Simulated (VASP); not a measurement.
# SrO in VASP: further runs, part 2 of 2

VASP 6.6.1. The steps go on from the part before.

### Step 4. Electric field gradients, PBEsol (equal xy, yz and zx shear strains of -1 %)

The input, INCAR:

```
PREC = Accurate
ENCUT = 520
EDIFF = 1E-8
ISMEAR = -1
SIGMA = 0.03
LREAL = F
LASPH = T
NELM = 80
ALGO = Normal
ISIF = 2
LWAVE = F
LCHARG = F
GGA = PS
LEFG = T
NBANDS = 15
```

The input, KPOINTS:

```
Automatic mesh
0
Gamma
  8 8 8
```

The input, POSCAR:

```
SrO
1.0
   -0.0256980000      2.5569510000      2.5569510000
    2.5569510000     -0.0256980000      2.5569510000
    2.5569510000      2.5569510000     -0.0256980000
Sr O
1 1
Direct
    0.0000000000      0.0000000000      0.0000000000
    0.5000000000      0.5000000000      0.5000000000
```

Potentials or basis: VASP PAW PBE potentials, release 64 (Sr_sv, O).

Command:

```sh
$ cat potpaw_PBE.64/Sr_sv/POTCAR potpaw_PBE.64/O/POTCAR > POTCAR
$ mpirun -np 1 vasp_std > vasp.out
```

OUTCAR:

```text
PREC = Accurate
   ENCUT = 520
   EDIFF = 1E-8
   ISMEAR = -1
   LREAL = F
   LASPH = T
   NELM = 80
   ISIF = 2
   GGA = PS

 ion  position               nearest neighbor table
   1  0.000  0.000  0.000-   2 2.57   2 2.57   2 2.57   2 2.57   2 2.57   2 2.57
   2  0.500  0.500  0.500-   1 2.57   1 2.57   1 2.57   1 2.57   1 2.57   1 2.57

  LATTYP: Found a trigonal (rhomboedric) cell.
 ALAT       =     3.6161660941
 COS(alpha) =     0.4899250057

  Lattice vectors:

 A1 = (  -0.0256980000,   2.5569510000,   2.5569510000)
[... 645 lines left out ...]
  free  energy   TOTEN  =       -12.6380071767 eV

  energy  without entropy=      -12.6380071767  energy(sigma->0) =      -12.63800718

 Electric field gradients (V/A^2)
---------------------------------------------------------------------
 ion       V_xx      V_yy      V_zz      V_xy      V_xz      V_yz
---------------------------------------------------------------------
   1       0.000     0.000    -0.000     3.723     3.723     3.723
   2      -0.000    -0.000     0.000    -0.466    -0.466    -0.466
---------------------------------------------------------------------

 Electric field gradients after diagonalization (V/A^2)
 (convention: |V_zz| > |V_xx| > |V_yy|)
----------------------------------------------------------------------
 ion       V_xx      V_yy      V_zz     asymmetry (V_yy - V_xx)/ V_zz
----------------------------------------------------------------------
   1      -3.723    -3.723     7.447       0.000
   2       0.466     0.466    -0.931       0.000
----------------------------------------------------------------------

           NMR quadrupolar parameters

 Cq : quadrupolar parameter    Cq=e*Q*V_zz/h
 eta: asymmetry parameters     (V_yy - V_xx)/ V_zz
 Q  : nuclear electric quadrupole moment in mb (millibarn)
----------------------------------------------------------------------
 ion       Cq(MHz)       eta       Q (mb)
----------------------------------------------------------------------
   1       0.018       0.000       1.000
   2      -0.002       0.000       1.000
----------------------------------------------------------------------
```

OSZICAR:

```text
N       E                     dE             d eps       ncg     rms          rms(c)
DAV:   1     0.675230142717E+02    0.67523E+02   -0.85833E+03  1958   0.105E+03
DAV:   2    -0.114337335727E+02   -0.78957E+02   -0.72254E+02  2681   0.220E+02
DAV:   3    -0.145549190889E+02   -0.31212E+01   -0.31047E+01  2622   0.391E+01
DAV:   4    -0.146118119134E+02   -0.56893E-01   -0.56886E-01  2372   0.512E+00
DAV:   5    -0.146134617365E+02   -0.16498E-02   -0.16498E-02  2560   0.676E-01    0.171E+01
DAV:   6    -0.128113456371E+02    0.18021E+01   -0.57179E+00  1992   0.183E+01    0.199E+01
DAV:   7    -0.126639232176E+02    0.14742E+00   -0.29089E-01  2377   0.473E+00    0.117E+01
DAV:   8    -0.126369533269E+02    0.26970E-01   -0.12319E-01  2573   0.341E+00    0.406E-01
DAV:   9    -0.126378274211E+02   -0.87409E-03   -0.60053E-03  2475   0.472E-01    0.230E-01
DAV:  10    -0.126379203575E+02   -0.92936E-04   -0.26451E-04  2258   0.164E-01    0.891E-02
DAV:  11    -0.126379985605E+02   -0.78203E-04   -0.91357E-05  2273   0.750E-02    0.252E-02
DAV:  12    -0.126380073173E+02   -0.87569E-05   -0.12083E-05  2223   0.298E-02    0.115E-02
DAV:  13    -0.126380073167E+02    0.62596E-09   -0.14078E-06  2293   0.926E-03    0.278E-03
DAV:  14    -0.126380071741E+02    0.14261E-06   -0.85983E-08  2490   0.241E-03    0.723E-04
DAV:  15    -0.126380071767E+02   -0.25948E-08   -0.34569E-09  1619   0.614E-04
   1 F= -.12638007E+02 E0= -.12638007E+02  d E =-.880448E-12
```

Wall time 24 s (1 thread of AMD EPYC 9R45 (Zen 5), shared host); peak memory 0.15 GiB.

What came out:

```
Free energy            : -12.6380 eV
Pressure               : -0.3 GPa
Band gap on the k mesh : 3.13 eV, indirect (least direct gap 3.23 eV)
```

Levels at points of the mesh, in eV from the valence-band top:
| k point | band 4 | band 5 | band 6 | band 7 | band 8 | band 9 | band 10 | band 11 | band 12 | band 13 |
| --- | --- | --- | --- | --- | --- | --- | --- | --- | --- | --- |
| (0.00, 0.00, 0.00) | -13.91 | -13.90 | -0.03 | -0.03 | 0.00 | 3.81 | 6.08 | 6.08 | 6.27 | 8.34 |
| (0.50, 0.00, 0.00) | -13.98 | -12.71 | -2.25 | -1.20 | -1.13 | 6.46 | 8.27 | 8.71 | 8.91 | 11.94 |
| (0.50, 0.50, 0.00) | -14.29 | -14.27 | -0.46 | -0.12 | -0.10 | 3.13 | 7.75 | 10.18 | 10.21 | 11.14 |
| (0.50, 0.50, 0.50) | -14.00 | -12.75 | -2.25 | -1.22 | -1.22 | 6.51 | 8.30 | 8.90 | 8.90 | 11.97 |

Electric field gradients, principal values (V/Å²):
| atom | least | middle | greatest (by size) |
| --- | --- | --- | --- |
| 1 Sr | -3.723 | -3.723 | 7.447 |
| 2 O | 0.466 | 0.466 | -0.931 |

Caveat: the cell differs from its parent crystal (equal xy, yz and zx shear strains of -1 %); without QUAD_EFG the Cq values of the log hold for a quadrupole moment of 1 mb, not for the nuclei; the PAW data sets were made with another functional, which shifts forces and pressure a little.

### Step 5. Electric field gradients, PBEsol (equal xy, yz and zx shear strains of +1 %)

The input, INCAR:

```
SYSTEM = SrO
PREC     = Accurate       ! precision mode
ENCUT    = 520            ! plane-wave cutoff, eV
EDIFF    = 1E-8           ! SCF threshold, eV
ISMEAR   = -1             ! smearing method
SIGMA    = 0.03           ! smearing width, eV
LREAL    = .FALSE.        ! projectors in reciprocal space
LASPH    = .TRUE.         ! aspherical terms in the spheres
NELM     = 60             ! most SCF steps
ALGO     = Normal         ! electronic algorithm
ISIF     = 2              ! what is computed and relaxed
LWAVE    = .FALSE.        ! write WAVECAR
LCHARG   = .FALSE.        ! write CHGCAR
GGA      = PS             ! functional
LEFG     = .TRUE.       
NBANDS   = 15             ! bands
```

The input, KPOINTS:

```
Automatic mesh
0
G
  8 8 8
  0 0 0
```

The input, POSCAR:

```
SrO
1.0
    0.0256980000      2.5826490000      2.5826490000
    2.5826490000      0.0256980000      2.5826490000
    2.5826490000      2.5826490000      0.0256980000
Sr O
1 1
Direct
    0.0000000000      0.0000000000      0.0000000000
    0.5000000000      0.5000000000      0.5000000000
```

Potentials or basis: VASP PAW PBE potentials, release 64 (Sr_sv, O).

Command:

```sh
$ cat potpaw_PBE.64/Sr_sv/POTCAR potpaw_PBE.64/O/POTCAR > POTCAR
$ mpirun -np 1 vasp_std > vasp.out
```

OUTCAR:

```text
SYSTEM = SrO
   PREC = Accurate
   ENCUT = 520
   EDIFF = 1E-8
   ISMEAR = -1
   LREAL = .FALSE.
   LASPH = .TRUE.
   NELM = 60
   ISIF = 2
   GGA = PS

 ion  position               nearest neighbor table
   1  0.000  0.000  0.000-   2 2.57   2 2.57   2 2.57   2 2.57   2 2.57   2 2.57
   2  0.500  0.500  0.500-   1 2.57   1 2.57   1 2.57   1 2.57   1 2.57   1 2.57

  LATTYP: Found a trigonal (rhomboedric) cell.
 ALAT       =     3.6525076457
 COS(alpha) =     0.5099250056

  Lattice vectors:

 A1 = (   0.0256980000,   2.5826490000,   2.5826490000)
 A2 = (   2.5826490000,   0.0256980000,   2.5826490000)
 A3 = (   2.5826490000,   2.5826490000,   0.0256980000)

Analysis of symmetry for initial positions (statically):
=====================================================================
 Subroutine PRICEL returns:
 Original cell was already a primitive cell.

 Routine SETGRP: Setting up the symmetry group for a
 trigonal (rhombohedral) supercell.

 Subroutine GETGRP returns: Found 12 space group operations
 (whereof 12 operations were pure point group operations)
 out of a pool of 12 trial point group operations.

The static configuration has the point symmetry D_3d.

Analysis of symmetry for dynamics (positions and initial velocities):
=====================================================================
 Subroutine PRICEL returns:
 Original cell was already a primitive cell.

 Routine SETGRP: Setting up the symmetry group for a
 trigonal (rhombohedral) supercell.

 Subroutine GETGRP returns: Found 12 space group operations
 (whereof 12 operations were pure point group operations)
 out of a pool of 12 trial point group operations.

[... 576 lines left out ...]
      7       0.5842      2.00000
      8       0.9974      2.00000
      9       7.3533      0.00000
     10       8.0316      0.00000
     11       9.0866      0.00000
     12       9.7765      0.00000
     13      11.8064      0.00000
     14      12.1474      0.00000
     15      17.5011      0.00000

 [... further k-points ...]

------------------------ aborting loop because EDIFF is reached ----------------------------------------

  FORCE on cell =-STRESS in cart. coord.  units (eV):
  Direction    XX          YY          ZZ          XY          YZ          ZX
  --------------------------------------------------------------------------------------
  -------------------------------------------------------------------------------------
  Total       -0.0664961     -0.0664961     -0.0664961     -0.1191811     -0.1191811     -0.1191811
  in kB       -3.1391456     -3.1391456     -3.1391456     -5.6262952     -5.6262952     -5.6262952
  external PRESSURE =      -3.1391456 kB  Pullay stress =       0.0000000 kB

 VOLUME and BASIS-vectors are now :
 -----------------------------------------------------------------------------
  energy-cutoff  :      520.00
  volume of cell :       33.94
      direct lattice vectors                 reciprocal lattice vectors
     0.025698000  2.582649000  2.582649000    -0.196513444  0.194577351  0.194577351
     2.582649000  0.025698000  2.582649000     0.194577351 -0.196513444  0.194577351
     2.582649000  2.582649000  0.025698000     0.194577351  0.194577351 -0.196513444

 POSITION                                       TOTAL-FORCE (eV/Angst)
 -----------------------------------------------------------------------------------
      0.00000      0.00000      0.00000        -0.000000      0.000000      0.000000
      2.59550      2.59550      2.59550         0.000000     -0.000000     -0.000000
 -----------------------------------------------------------------------------------
    total drift:                                0.000000      0.000000      0.000000

  FREE ENERGIE OF THE ION-ELECTRON SYSTEM (eV)
  ---------------------------------------------------
  free  energy   TOTEN  =       -12.6379630390 eV

  energy  without entropy=      -12.6379630390  energy(sigma->0) =      -12.63796304

 Electric field gradients (V/A^2)
---------------------------------------------------------------------
 ion       V_xx      V_yy      V_zz      V_xy      V_xz      V_yz
---------------------------------------------------------------------
   1      -0.000    -0.000     0.000    -3.782    -3.782    -3.782
   2       0.000    -0.000    -0.000     0.510     0.510     0.510
---------------------------------------------------------------------

 Electric field gradients after diagonalization (V/A^2)
 (convention: |V_zz| > |V_xx| > |V_yy|)
----------------------------------------------------------------------
 ion       V_xx      V_yy      V_zz     asymmetry (V_yy - V_xx)/ V_zz
----------------------------------------------------------------------
   1       3.782     3.782    -7.564       0.000
   2      -0.510    -0.510     1.019       0.000
----------------------------------------------------------------------

           NMR quadrupolar parameters

 Cq : quadrupolar parameter    Cq=e*Q*V_zz/h
 eta: asymmetry parameters     (V_yy - V_xx)/ V_zz
 Q  : nuclear electric quadrupole moment in mb (millibarn)
----------------------------------------------------------------------
 ion       Cq(MHz)       eta       Q (mb)
----------------------------------------------------------------------
   1      -0.018       0.000       1.000
   2       0.002       0.000       1.000
----------------------------------------------------------------------
```

It took 24 s on 1 thread of AMD EPYC 9R45 (Zen 5), shared host; peak memory 0.15 GiB.

Results:

```
Free energy            : -12.6380 eV
Pressure               : -0.3 GPa
Band gap on the k mesh : 3.14 eV, indirect (least direct gap 3.23 eV)
```

Electric field gradients, principal values (V/Å²):
```
atom   least  middle  greatest (by size)
1 Sr   3.782   3.782              -7.564
 2 O  -0.510  -0.510               1.019
```

Caveat: the cell differs from its parent crystal (equal xy, yz and zx shear strains of +1 %); without QUAD_EFG the Cq values of the log hold for a quadrupole moment of 1 mb, not for the nuclei; the PAW data sets were made with another functional, which shifts forces and pressure a little. A k mesh can miss the band edges.

### Step 6. Electric field gradients, PBEsol (equal xy, yz and zx shear strains of +2 %)

The input, INCAR:

```
SYSTEM = SrO
PREC = Accurate
ENCUT = 520
EDIFF = 1E-8
ISMEAR = -1
SIGMA = 0.03
LREAL = .FALSE.
LASPH = .TRUE.
NELM = 100
ALGO = Normal
ISIF = 2
LWAVE = .FALSE.
LCHARG = .FALSE.
GGA = PS
LEFG = .TRUE.
NBANDS = 15
```

The input, KPOINTS:

```
regular mesh
0
G
  8 8 8
  0 0 0
```

The input, POSCAR:

```
SrO
1.0
    0.0513960000      2.5954980000      2.5954980000
    2.5954980000      0.0513960000      2.5954980000
    2.5954980000      2.5954980000      0.0513960000
Sr O
1 1
Direct
    0.0000000000      0.0000000000      0.0000000000
    0.5000000000      0.5000000000      0.5000000000
```

Potentials or basis: VASP PAW PBE potentials, release 64 (Sr_sv, O).

Command:

```sh
$ cat potpaw_PBE.64/Sr_sv/POTCAR potpaw_PBE.64/O/POTCAR > POTCAR
$ mpirun -np 1 vasp_std > vasp.out
```

OUTCAR:

```text
SYSTEM = SrO
   PREC = Accurate
   ENCUT = 520
   EDIFF = 1E-8
   ISMEAR = -1
   LREAL = .FALSE.
   LASPH = .TRUE.
   NELM = 100
   ISIF = 2
   GGA = PS

 ion  position               nearest neighbor table
   1  0.000  0.000  0.000-   2 2.57   2 2.57   2 2.57   2 2.57   2 2.57   2 2.57
   2  0.500  0.500  0.500-   1 2.57   1 2.57   1 2.57   1 2.57   1 2.57   1 2.57

  LATTYP: Found a trigonal (rhomboedric) cell.
 ALAT       =     3.6709482814
 COS(alpha) =     0.5197000882

  Lattice vectors:

 A1 = (   0.0513960000,   2.5954980000,   2.5954980000)
[... 645 lines left out ...]
  free  energy   TOTEN  =       -12.6325835349 eV

  energy  without entropy=      -12.6325835349  energy(sigma->0) =      -12.63258353

 Electric field gradients (V/A^2)
---------------------------------------------------------------------
 ion       V_xx      V_yy      V_zz      V_xy      V_xz      V_yz
---------------------------------------------------------------------
   1       0.000    -0.000    -0.000    -7.617    -7.617    -7.617
   2      -0.000    -0.000     0.000     1.064     1.064     1.064
---------------------------------------------------------------------

 Electric field gradients after diagonalization (V/A^2)
 (convention: |V_zz| > |V_xx| > |V_yy|)
----------------------------------------------------------------------
 ion       V_xx      V_yy      V_zz     asymmetry (V_yy - V_xx)/ V_zz
----------------------------------------------------------------------
   1       7.617     7.617   -15.235       0.000
   2      -1.064    -1.064     2.127       0.000
----------------------------------------------------------------------

           NMR quadrupolar parameters

 Cq : quadrupolar parameter    Cq=e*Q*V_zz/h
 eta: asymmetry parameters     (V_yy - V_xx)/ V_zz
 Q  : nuclear electric quadrupole moment in mb (millibarn)
----------------------------------------------------------------------
 ion       Cq(MHz)       eta       Q (mb)
----------------------------------------------------------------------
   1      -0.037       0.000       1.000
   2       0.005       0.000       1.000
----------------------------------------------------------------------
```

OSZICAR:

```text
N       E                     dE             d eps       ncg     rms          rms(c)
DAV:   1     0.684725371859E+02    0.68473E+02   -0.83831E+03  1950   0.104E+03
DAV:   2    -0.113884998711E+02   -0.79861E+02   -0.73020E+02  2749   0.218E+02
DAV:   3    -0.145493885304E+02   -0.31609E+01   -0.31450E+01  2492   0.392E+01
DAV:   4    -0.146065176869E+02   -0.57129E-01   -0.57122E-01  2454   0.531E+00
DAV:   5    -0.146081713772E+02   -0.16537E-02   -0.16537E-02  2426   0.723E-01    0.171E+01
DAV:   6    -0.128058306566E+02    0.18023E+01   -0.57195E+00  1992   0.183E+01    0.199E+01
DAV:   7    -0.126587713304E+02    0.14706E+00   -0.28987E-01  2398   0.472E+00    0.117E+01
DAV:   8    -0.126315311879E+02    0.27240E-01   -0.12402E-01  2615   0.342E+00    0.409E-01
DAV:   9    -0.126324064886E+02   -0.87530E-03   -0.59835E-03  2490   0.473E-01    0.230E-01
DAV:  10    -0.126324976642E+02   -0.91176E-04   -0.26796E-04  2265   0.165E-01    0.883E-02
DAV:  11    -0.126325747053E+02   -0.77041E-04   -0.89471E-05  2280   0.743E-02    0.253E-02
DAV:  12    -0.126325836773E+02   -0.89720E-05   -0.11815E-05  2209   0.293E-02    0.108E-02
DAV:  13    -0.126325836767E+02    0.66166E-09   -0.13179E-06  2209   0.897E-03    0.277E-03
DAV:  14    -0.126325835322E+02    0.14450E-06   -0.86027E-08  2547   0.242E-03    0.729E-04
DAV:  15    -0.126325835349E+02   -0.26914E-08   -0.34043E-09  1591   0.609E-04
   1 F= -.12632584E+02 E0= -.12632584E+02  d E =-.106829E-11
```

Run time: 24 s. Hardware: 1 thread of AMD EPYC 9R45 (Zen 5), shared host; peak memory 0.15 GiB.

What came out:

* Free energy: -12.6326 eV
* Pressure: -0.3 GPa
* Band gap on the k mesh: 3.13 eV, indirect (least direct gap 3.21 eV)

Levels at points of the mesh, in eV from the valence-band top:
| k point | band 6 | band 7 | band 8 | band 9 | band 10 | band 11 |
| --- | --- | --- | --- | --- | --- | --- |
| (0.00, 0.00, 0.00) | -0.07 | 0.00 | 0.00 | 3.80 | 5.90 | 6.26 |
| (0.50, 0.00, 0.00) | -2.25 | -1.28 | -1.14 | 6.47 | 8.29 | 8.70 |
| (0.50, 0.50, 0.00) | -0.46 | -0.13 | -0.09 | 3.13 | 7.74 | 10.16 |
| (0.50, 0.50, 0.50) | -2.25 | -1.09 | -1.09 | 6.39 | 8.24 | 8.69 |

Electric field gradients, principal values (V/Å²):
```
atom   least  middle  greatest (by size)
1 Sr   7.617   7.617             -15.235
 2 O  -1.064  -1.064               2.127
```

Caveat: the cell differs from its parent crystal (equal xy, yz and zx shear strains of +2 %); without QUAD_EFG the Cq values of the log hold for a quadrupole moment of 1 mb, not for the nuclei; the PAW data sets were made with another functional, which shifts forces and pressure a little. A k mesh can miss the band edges.

### Step 7. The runs side by side

| cell | gap on the mesh (eV) | pressure (GPa) |
| --- | --- | --- |
| a = 3.671, b = 3.671, c = 3.634 Å, angles 60.3, 60.3, 59.3°, 2 atoms | 3.12 | -2.0 |
| a = 3.598 Å, angles 61.3°, 2 atoms | 3.11 | -0.3 |
| a = 3.616 Å, angles 60.7°, 2 atoms | 3.13 | -0.3 |
| a = 3.653 Å, angles 59.3°, 2 atoms | 3.14 | -0.3 |
| a = 3.671 Å, angles 58.7°, 2 atoms | 3.13 | -0.3 |

Alike in all rows: task electric field gradients; level PBEsol; potentials or basis VASP PAW PBE potentials, release 64 (Sr_sv, O); no spin polarisation; k mesh 8 × 8 × 8; cutoff (eV) 520; smearing fermi-dirac 0.03 eV.

Caveats: the PAW data sets were made with another functional, which shifts forces and pressure a little.

Absolute energies hang on the potentials; compare differences alone.
